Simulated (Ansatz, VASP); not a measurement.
# Two plane-wave programs on MgS

```
Mg S
1.0
     0.00000    2.59099    2.59099
     2.59099    0.00000    2.59099
     2.59099    2.59099    0.00000
Mg S
1 1
Direct
  0.00000 0.00000 0.00000
  0.50000 0.50000 0.50000
```

Alike in both runs: task relaxation of cell and atoms; functional PBEsol; k mesh 8 × 8 × 8; no spin polarisation.

|  | VASP | Ansatz |
| --- | --- | --- |
| version | VASP 6.6.1 | Ansatz 0.2.0 |
| potentials or method | VASP PAW PBE potentials, release 64 (Mg, S), cutoff 600 eV | scalar-relativistic, plane waves, PAW |
| occupations | gaussian, width 0.01 eV | fixed |
| valence electrons in the cell | 8 | 16 |

Ansatz gave:

* gap on the k mesh at the Fermi level, each at its own relaxed structure (eV): 2.73
* relaxed volume (Å³/atom): 17.39
* relaxed cell length with the largest relative difference (Å): 3.664

Q: Estimate VASP's values.

A: gap on the k mesh at the Fermi level, each at its own relaxed structure (eV): 2.73; relaxed volume (Å³/atom): 17.36; relaxed cell length with the largest relative difference (Å): 3.662.

VASP's potentials were made for PBE, not for PBEsol. VASP's potentials hold 8 valence electrons a cell and Ansatz's 16, so a difference there can come from the potentials and not from the codes.
